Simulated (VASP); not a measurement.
HgTe (Coloradoite), 2 atoms in the cell. Symmetry: F-43m, No. 216, cubic system. The conventional cell has a = 6.429 Å, b = 6.429 Å, c = 6.429 Å, α = 90.00°, β = 90.00°, γ = 90.00°. Hg (site symmetry -43m) has 4 Te at 2.78 Å within 3.7 Å. Within 3.7 Å of Te (site symmetry -43m) lie 4 Hg at 2.78 Å. 

| Item | Value |
| --- | --- |
| Program | VASP 6.6.1 |
| Task | vibrations by perturbation theory |
| Functional | PBE |
| Potentials or basis | VASP PAW PBE potentials, release 64 (Hg, Te) |
| Cutoff | 520 eV |
| k mesh | 5 × 5 × 5 |
| Occupations | fermi-dirac, width 0.05 eV |
| Spin | no spin polarisation |
| Dipole correction | no |
| Further INCAR settings | ALGO = Normal; EDIFF = 1e-08; NBANDS = 16; IBRION = 8; NSW = 1 |

Potentials or basis: VASP PAW PBE potentials, release 64 (Hg, Te).

Run with:

```sh
$ cat potpaw_PBE.64/Hg/POTCAR potpaw_PBE.64/Te/POTCAR > POTCAR
$ mpirun -np 1 vasp_std > vasp.out
```

Hardware: 1 thread of Intel(R) Xeon(R) Platinum 8375C CPU @ 2.90GHz (Ice Lake) (shared host).

Question: How long does it take, and how much memory?

Answer: Run time: 2.2 min on 1 thread of Intel(R) Xeon(R) Platinum 8375C CPU @ 2.90GHz (Ice Lake), with other jobs on the host, peak memory 0.28 GiB. Counts: scf iterations 44, k points 10.
